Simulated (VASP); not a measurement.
# HfS2 (P-3m1) in VASP: a series of runs

HfS2 is run at these levels: LDA; tasks: vibrations by perturbation theory.

Everything below comes from runs of VASP 6.6.1. Logs are shortened: lines on timing, memory, paths and dates and some standing lists are left out, and cuts for length are marked.

### Step 1. The cell of the first run

Symmetry: P-3m1, No. 164, trigonal system. The conventional cell has a = 3.511 Å, b = 3.511 Å, c = 5.465 Å, α = 90.00°, β = 90.00°, γ = 120.00°. Hf (site symmetry -3m) has 6 S at 2.50 Å within 3.3 Å. S (site symmetry 3m) has 3 Hf at 2.50 Å and 3 S at 3.26 Å within 3.3 Å.

### Step 2. Vibrations by perturbation theory, LDA

Input file INCAR:

```
SYSTEM = HfS2
PREC = Accurate
ENCUT = 500
EDIFF = 1E-8
ISMEAR = 0
SIGMA = 0.01
LREAL = .FALSE.
LASPH = .TRUE.
NELM = 120
ALGO = Normal
ISIF = 2
LWAVE = .FALSE.
LCHARG = .FALSE.
IBRION = 8
NSW = 1
GGA_COMPAT = .FALSE.
```

Input file KPOINTS:

```
Automatic mesh
0
G
  12 12 8
  0 0 0
```

Input file POSCAR:

```
HfS2
1.0
    3.5108101482      0.0000000000      0.0000000000
   -1.7554050741      3.0404507762      0.0000000000
    0.0000000000      0.0000000000      5.4648781206
Hf S
1 2
Direct
    0.0000000000      0.0000000000      0.0000000000
    0.6666666667      0.3333333333      0.7334238418
    0.3333333333      0.6666666667      0.2665761582
```

Potentials or basis: VASP PAW LDA potentials, release 64 (Hf_pv, S).

Launch:

```bash
> cat potpaw_LDA.64/Hf_pv/POTCAR potpaw_LDA.64/S/POTCAR > POTCAR
> mpirun -np 1 vasp_std > vasp.out
```

OUTCAR:

```text
SYSTEM = HfS2
   PREC = Accurate
   ENCUT = 500
   EDIFF = 1E-8
   ISMEAR = 0
   LREAL = .FALSE.
   LASPH = .TRUE.
   NELM = 120
   ISIF = 2
   IBRION = 8
   NSW = 1

 ion  position               nearest neighbor table
   1  0.000  0.000  0.000-   2 2.50   3 2.50   3 2.50   2 2.50   2 2.50   3 2.50
   2  0.667  0.333  0.733-   1 2.50   1 2.50   1 2.50
   3  0.333  0.667  0.267-   1 2.50   1 2.50   1 2.50

  LATTYP: Found a hexagonal cell.
 ALAT       =     3.5108101482
 C/A-ratio  =     1.5565860556

  Lattice vectors:

 A1 = (   3.5108101482,   0.0000000000,   0.0000000000)
 A2 = (  -1.7554050741,   3.0404507762,   0.0000000000)
 A3 = (   0.0000000000,   0.0000000000,   5.4648781206)

Analysis of symmetry for initial positions (statically):
=====================================================================
 Subroutine PRICEL returns:
 Original cell was already a primitive cell.

 Routine SETGRP: Setting up the symmetry group for a
 hexagonal supercell.

 Subroutine GETGRP returns: Found 12 space group operations
 (whereof 12 operations were pure point group operations)
 out of a pool of 24 trial point group operations.

The static configuration has the point symmetry D_3d.

Analysis of symmetry for dynamics (positions and initial velocities):
=====================================================================
 Subroutine PRICEL returns:
 Original cell was already a primitive cell.

 Routine SETGRP: Setting up the symmetry group for a
 hexagonal supercell.

 Subroutine GETGRP returns: Found 12 space group operations
 (whereof 12 operations were pure point group operations)
 out of a pool of 24 trial point group operations.

[... 610 lines left out ...]
    -1.755405074  3.040450776  0.000000000     0.000000000  0.328898599  0.000000000
     0.000000000  0.000000000  5.464878121     0.000000000  0.000000000  0.182986698

 POSITION                                       TOTAL-FORCE (eV/Angst)
 -----------------------------------------------------------------------------------
      0.00000      0.00000      0.00000         0.000000      0.000000      0.000000
      1.75541      1.01348      4.00807         0.000000      0.000000      0.033311
     -0.00000      2.02697      1.45681        -0.000000     -0.000000     -0.033311
 -----------------------------------------------------------------------------------
    total drift:                                0.000000     -0.000000      0.000000

  FREE ENERGIE OF THE ION-ELECTRON SYSTEM (eV)
  ---------------------------------------------------
  free  energy   TOTEN  =       -24.8470262119 eV

  energy  without entropy=      -24.8470262119  energy(sigma->0) =      -24.84702621

[... ionic steps 2 to 3 ...]

--------------------------------------- Ionic step        4  -------------------------------------------

------------------------ aborting loop because EDIFF is reached ----------------------------------------
[... 11 lines left out ...]
[... ionic steps 8 to 8 ...]

--------------------------------------- Ionic step        9  -------------------------------------------

 Free energy of the ion-electron system (eV)
  ---------------------------------------------------
  ---------------------------------------------------
  free energy    TOTEN  =        -0.12338495 eV

  energy without entropy =       -0.12338495

------------------------ aborting loop because EDIFF is reached ----------------------------------------

 INTERNAL STRAIN TENSOR  FOR ION    2  DIRECTION 3   (eV/Angst):
 -----------------------------------------------------------------------------
    10.98584 -0.00000  0.00000
    -0.00000 10.98584  0.00000
    -0.00000  0.00000 16.33845

 INTERNAL STRAIN TENSOR FOR ION    3 for displacements in x,y,z  (eV/Angst):
          X           Y           Z          XY          YZ          ZX
  --------------------------------------------------------------------------------
  x     0.00000     0.00000     0.00000     4.41567     0.00000   -10.89426
  y     4.41567    -4.41567     0.00000     0.00000   -11.85779     0.00000
  z   -10.98584   -10.98584   -16.33845     0.00000     0.00000     0.00000

 SECOND DERIVATIVES (NOT SYMMETRIZED)
 ------------------------------------
               1X          1Y          1Z          2X          2Y          2Z          3X          3Y          3Z
  1X    -4.548859    0.000000    0.000000    2.274429    0.000000    0.000000    2.274429    0.000000    0.000000
  1Y     0.000000   -4.548859    0.000000    0.000000    2.274429    0.000000    0.000000    2.274429    0.000000
  1Z     0.000000    0.000000  -17.416778    0.000000    0.000000    8.708389    0.000000    0.000000    8.708389
  2X     2.276868    0.000000    0.000000   -5.414232    0.000000    0.000000    3.137364    0.000000    0.000000
  2Y     0.000000    2.276868    0.000000    0.000000   -5.414232    0.000000    0.000000    3.137364    0.000000
  2Z     0.000000   -0.000000    8.706363   -0.000000    0.000000  -11.602160   -0.000000    0.000000    2.895798
  3X     2.276868    0.000000    0.000000    3.137364    0.000000    0.000000   -5.414232    0.000000    0.000000
  3Y     0.000000    2.276868    0.000000    0.000000    3.137364    0.000000    0.000000   -5.414232    0.000000
  3Z     0.000000   -0.000000    8.706363   -0.000000    0.000000    2.895798   -0.000000    0.000000  -11.602160

 Eigenvectors and eigenvalues of the dynamical matrix
 ----------------------------------------------------

   1 f  =   10.511913 THz    66.048297 2PiTHz  350.639672 cm-1    43.473759 meV
             X         Y         Z           dx          dy          dz
      0.000000  0.000000  0.000000    -0.000000   -0.000000   -0.000000
      1.755405  1.013484  4.008072    -0.000000   -0.000000   -0.707107
     -0.000000  2.026967  1.456806     0.000000    0.000000    0.707107
[... 43 lines left out ...]
   9 f/i=    0.001147 THz     0.007208 2PiTHz    0.038268 cm-1     0.004745 meV
             X         Y         Z           dx          dy          dz
      0.000000  0.000000  0.000000     0.135641   -0.847042   -0.000000
      1.755405  1.013484  4.008072     0.057461   -0.358829   -0.000000
     -0.000000  2.026967  1.456806     0.057461   -0.358829   -0.000000

--------------------------------------------------------------------------------------------------------

 ELASTIC MODULI CONTR FROM IONIC RELAXATION (kBar)
 Direction    XX          YY          ZZ          XY          YZ          ZX
 --------------------------------------------------------------------------------
 XX        -582.5166   -332.0265   -680.0675      0.0000    336.3317     -0.0000
 YY        -332.0265   -582.5166   -680.0675     -0.0000   -336.3317      0.0000
 ZZ        -680.0675   -680.0675  -1011.4161      0.0000      0.0000     -0.0000
 XY           0.0000     -0.0000      0.0000   -125.2451     -0.0000    309.0026
 YZ         336.3317   -336.3317      0.0000     -0.0000   -903.1812      0.0000
 ZX          -0.0000      0.0000     -0.0000    309.0026      0.0000   -762.3659
 --------------------------------------------------------------------------------
```

It took 9.6 min on 1 thread of Intel Xeon 6975P-C (Granite Rapids), shared host; peak memory 1.2 GiB.

Results:

```
Highest phonon frequency at Γ, LO-TO splitting left out : 351 cm⁻¹
```

Phonon frequencies in cm⁻¹ (negative: imaginary):
```
              q point                    frequencies
(0.000, 0.000, 0.000)  0 0 0 162 162 269 269 317 351
```

Caveat: the cell stands under pressure or tension, which shifts response properties; spin-orbit coupling is left out, which moves the levels of the heavy elements.

### Step 3. Vibrations by perturbation theory, LDA

This run uses another cell than the first one, of 16.78 Å³/atom.

Input file INCAR:

```
PREC = Accurate ; ENCUT = 500
EDIFF = 1E-8 ; ISMEAR = -1
SIGMA = 0.15 ; LREAL = False
LASPH = True ; NELM = 120
ALGO = Normal ; ISIF = 2
LWAVE = False ; LCHARG = True
GGA = CA ; NBANDS = 18
IBRION = 8 ; NSW = 1
GGA_COMPAT = False
```

Input file KPOINTS:

```
Automatic mesh
0
Gamma
  12 12 8
```

Input file POSCAR:

```
HfS2
1.0
    3.3554932094      0.0000000000      0.0000000000
   -1.6777466047      2.9059423616      0.0000000000
    0.0000000000      0.0000000000      5.1629399565
Hf S
1 2
Direct
    0.0000000000      0.0000000000      0.0000000000
    0.6666666667      0.3333333333      0.7106503375
    0.3333333333      0.6666666667      0.2893496625
```

Potentials or basis: VASP PAW LDA potentials, release 64 (Hf_pv, S).

Launch:

```bash
> cat potpaw_LDA.64/Hf_pv/POTCAR potpaw_LDA.64/S/POTCAR > POTCAR
> mpirun -np 1 vasp_std > vasp.out
```

OUTCAR:

```text
PREC = Accurate
   ENCUT = 500
   EDIFF = 1E-8
   ISMEAR = -1
   LREAL = False
   LASPH = True
   NELM = 120
   ISIF = 2
   GGA = CA
   IBRION = 8
   NSW = 1

 ion  position               nearest neighbor table
   1  0.000  0.000  0.000-   2 2.45   3 2.45   2 2.45   3 2.45   2 2.45   3 2.45
   2  0.667  0.333  0.711-   1 2.45   1 2.45   1 2.45
   3  0.333  0.667  0.289-   1 2.45   1 2.45   1 2.45

  LATTYP: Found a hexagonal cell.
 ALAT       =     3.3554932094
 C/A-ratio  =     1.5386530785

  Lattice vectors:

 A1 = (   3.3554932094,   0.0000000000,   0.0000000000)
 A2 = (  -1.6777466047,   2.9059423616,   0.0000000000)
 A3 = (   0.0000000000,   0.0000000000,   5.1629399565)

Analysis of symmetry for initial positions (statically):
=====================================================================
 Subroutine PRICEL returns:
 Original cell was already a primitive cell.

 Routine SETGRP: Setting up the symmetry group for a
 hexagonal supercell.

 Subroutine GETGRP returns: Found 12 space group operations
 (whereof 12 operations were pure point group operations)
 out of a pool of 24 trial point group operations.

The static configuration has the point symmetry D_3d.

Analysis of symmetry for dynamics (positions and initial velocities):
=====================================================================
 Subroutine PRICEL returns:
 Original cell was already a primitive cell.

 Routine SETGRP: Setting up the symmetry group for a
 hexagonal supercell.

 Subroutine GETGRP returns: Found 12 space group operations
 (whereof 12 operations were pure point group operations)
 out of a pool of 24 trial point group operations.

The dynamic configuration has the point symmetry D_3d.

 Subroutine INISYM returns: Found 12 space group operations
 (whereof 12 operations are pure point group operations),
 and found     1 'primitive' translations

----------------------------------------------------------------------------------------

                                     Primitive cell

  volume of cell :      50.3432

  direct lattice vectors                    reciprocal lattice vectors
     3.355493209  0.000000000  0.000000000     0.298018782  0.172061224  0.000000000
    -1.677746605  2.905942362  0.000000000     0.000000000  0.344122448  0.000000000
     0.000000000  0.000000000  5.162939956     0.000000000  0.000000000  0.193688094

  length of vectors
     3.355493209  3.355493209  5.162939956     0.344122448  0.344122448  0.193688094
[... 140 lines left out ...]
  band No.  band energies     occupation
      1     -23.8360      2.00000
      2     -23.5946      2.00000
      3     -23.5946      2.00000
      4      -8.3279      2.00000
      5      -5.1252      2.00000
      6      -0.3275      2.00000
[... 481 lines left out ...]
      5      -5.3651      2.00000
      6       0.3404      2.00000
[... 10 lines left out ...]
     17      13.2628      0.00000
     18      14.8922      0.00000

 [... further k-points ...]
[... 5 lines left out ...]
  --------------------------------------------------------------------------------------
  -------------------------------------------------------------------------------------
  Total        5.0557587      5.0557587      5.0196824      0.0000000      0.0000000      0.0000000
  in kB      160.9001651    160.9001651    159.7520310      0.0000000      0.0000000      0.0000000
  external PRESSURE =     160.5174537 kB  Pullay stress =       0.0000000 kB

 VOLUME and BASIS-vectors are now :
 -----------------------------------------------------------------------------
  energy-cutoff  :      500.00
  volume of cell :       50.34
      direct lattice vectors                 reciprocal lattice vectors
     3.355493209  0.000000000  0.000000000     0.298018782  0.172061224  0.000000000
    -1.677746605  2.905942362  0.000000000     0.000000000  0.344122448  0.000000000
     0.000000000  0.000000000  5.162939956     0.000000000  0.000000000  0.193688094

 POSITION                                       TOTAL-FORCE (eV/Angst)
 -----------------------------------------------------------------------------------
      0.00000      0.00000      0.00000         0.000000      0.000000      0.000000
      1.67775      0.96865      3.66905        -0.000000     -0.000000      0.025133
     -0.00000      1.93729      1.49389        -0.000000      0.000000     -0.025133
 -----------------------------------------------------------------------------------
    total drift:                                0.000000      0.000000      0.000000

  FREE ENERGIE OF THE ION-ELECTRON SYSTEM (eV)
  ---------------------------------------------------
  free  energy   TOTEN  =       -24.4208759781 eV

  energy  without entropy=      -24.3905831971  energy(sigma->0) =      -24.40572959

[... ionic steps 2 to 3 ...]

--------------------------------------- Ionic step        4  -------------------------------------------

------------------------ aborting loop because EDIFF is reached ----------------------------------------
[... 11 lines left out ...]
[... ionic steps 8 to 8 ...]

--------------------------------------- Ionic step        9  -------------------------------------------

 Free energy of the ion-electron system (eV)
  ---------------------------------------------------
  ---------------------------------------------------
  free energy    TOTEN  =        -0.12405711 eV

  energy without entropy =       -0.12407763

------------------------ aborting loop because EDIFF is reached ----------------------------------------

 INTERNAL STRAIN TENSOR  FOR ION    2  DIRECTION 3   (eV/Angst):
 -----------------------------------------------------------------------------
    12.97151  0.00000  0.00000
    -0.00000 12.97151  0.00000
    -0.00000 -0.00000 15.30447

 INTERNAL STRAIN TENSOR FOR ION    3 for displacements in x,y,z  (eV/Angst):
          X           Y           Z          XY          YZ          ZX
  --------------------------------------------------------------------------------
  x     0.00000     0.00000     0.00000     5.46077    -0.00000   -11.35574
  y     5.46077    -5.46077     0.00000     0.00000   -12.31503     0.00000
  z   -12.97151   -12.97151   -15.30447     0.00000     0.00000    -0.00000

 SECOND DERIVATIVES (NOT SYMMETRIZED)
 ------------------------------------
               1X          1Y          1Z          2X          2Y          2Z          3X          3Y          3Z
  1X    -6.799808    0.000000    0.000000    3.399904    0.000000    0.000000    3.399904    0.000000    0.000000
  1Y     0.000000   -6.799808    0.000000    0.000000    3.399904    0.000000    0.000000    3.399904    0.000000
  1Z     0.000000   -0.000000  -22.321718   -0.000000   -0.000000   11.160859    0.000000   -0.000000   11.160859
  2X     3.401116    0.000000    0.000000   -6.404976    0.000000    0.000000    3.003860    0.000000    0.000000
  2Y     0.000000    3.401116    0.000000    0.000000   -6.404976    0.000000    0.000000    3.003860    0.000000
  2Z    -0.000000   -0.000000   11.154787    0.000000    0.000000  -15.183953   -0.000000    0.000000    4.029166
  3X     3.401116    0.000000    0.000000    3.003860    0.000000    0.000000   -6.404976    0.000000    0.000000
  3Y     0.000000    3.401116    0.000000    0.000000    3.003860    0.000000    0.000000   -6.404976    0.000000
  3Z    -0.000000   -0.000000   11.154787   -0.000000    0.000000    4.029166    0.000000    0.000000  -15.183953

 Eigenvectors and eigenvalues of the dynamical matrix
 ----------------------------------------------------

   1 f  =   12.101167 THz    76.033877 2PiTHz  403.651493 cm-1    50.046384 meV
             X         Y         Z           dx          dy          dz
      0.000000  0.000000  0.000000     0.000000    0.000000   -0.000000
      1.677747  0.968647  3.669045     0.000000   -0.000000   -0.707107
     -0.000000  1.937295  1.493895    -0.000000   -0.000000    0.707107
[... 43 lines left out ...]
   9 f/i=    0.001290 THz     0.008107 2PiTHz    0.043036 cm-1     0.005336 meV
             X         Y         Z           dx          dy          dz
      0.000000  0.000000  0.000000     0.000000    0.000000    0.857651
      1.677747  0.968647  3.669045     0.000000    0.000000    0.363617
     -0.000000  1.937295  1.493895     0.000000    0.000000    0.363617

--------------------------------------------------------------------------------------------------------

 ELASTIC MODULI CONTR FROM IONIC RELAXATION (kBar)
 Direction    XX          YY          ZZ          XY          YZ          ZX
 --------------------------------------------------------------------------------
 XX        -759.1515   -355.6906   -657.6746      0.0000    454.9392     -0.0000
 YY        -355.6906   -759.1515   -657.6746     -0.0000   -454.9392      0.0000
 ZZ        -657.6746   -657.6746   -775.9590     -0.0000     -0.0000      0.0000
 XY           0.0000     -0.0000     -0.0000   -201.7304     -0.0000    419.5013
 YZ         454.9392   -454.9392     -0.0000     -0.0000  -1025.9712      0.0000
 ZX          -0.0000      0.0000      0.0000    419.5013      0.0000   -872.3589
 --------------------------------------------------------------------------------
```

OSZICAR:

```text
N       E                     dE             d eps       ncg     rms          rms(c)
DAV:   1     0.823223295041E+02    0.82322E+02   -0.10991E+04  4724   0.109E+03
DAV:   2    -0.214867593082E+02   -0.10381E+03   -0.10102E+03  6230   0.238E+02
[... 94 lines left out ...]
RMM:  14    -0.124057117180E+00   -0.39640E-08   -0.11858E-07  8407   0.661E-05    0.592E-06
RMM:  15    -0.124057115617E+00    0.15626E-08   -0.12377E-07  7354   0.658E-05    0.525E-06
RMM:  16    -0.124057114176E+00    0.14416E-08   -0.15487E-07  6380   0.657E-05    0.110E-06
RMM:  17    -0.124057114078E+00    0.97606E-10   -0.13792E-07  5750   0.656E-05    0.647E-07
RMM:  18    -0.124057114307E+00   -0.22924E-09   -0.14893E-07  5690   0.656E-05    0.252E-07
RMM:  19    -0.124057114159E+00    0.14814E-09   -0.14459E-07  5682   0.656E-05    0.595E-09
 Linear response finished
```

stdout:

```text
POSCAR found type information on POSCAR HfS
 POSCAR found :  2 types and       3 ions
 scaLAPACK will be used
 LDA part: xc-table for (Slater(with rela. corr.)+CA(PZ))
 , standard interpolation
 POSCAR, INCAR and KPOINTS ok, starting setup
 FFT: planning ... GRIDC
 FFT: planning ... GRID_SOFT
 FFT: planning ... GRID
 WAVECAR not read
 entering main loop
 Linear response reoptimize wavefunctions to high precision
 Linear response DOF=           4
 Linear response progress:
 first order change of Fermi-energy   0.12368E-03
 force on displaced ion       1 direction 1 :  -6.800   0.000   0.000
 Linear response progress:
 first order change of Fermi-energy   0.72765E-04
 force on displaced ion       1 direction 3 :  -0.000   0.000 -22.322
 Linear response progress:
 first order change of Fermi-energy  -0.97616E-05
 force on displaced ion       2 direction 1 :  -6.405  -0.001  -0.000
 Linear response progress:
 first order change of Fermi-energy  -0.17397E+00
 force on displaced ion       2 direction 3 :  -0.000   0.000 -15.184
 Linear response finished
```

Wall time 9.4 min (1 thread of Intel Xeon 6975P-C (Granite Rapids), shared host); peak memory 1.1 GiB.

What came out:

```
Highest phonon frequency at Γ, LO-TO splitting left out : 404 cm⁻¹
```

Phonon frequencies in cm⁻¹ (negative: imaginary):
```csv
q point,frequencies
"(0.000, 0.000, 0.000)",0 0 0 198 198 282 282 359 404
```

Caveat: the cell stands under pressure or tension, which shifts response properties; spin-orbit coupling is left out, which moves the levels of the heavy elements.
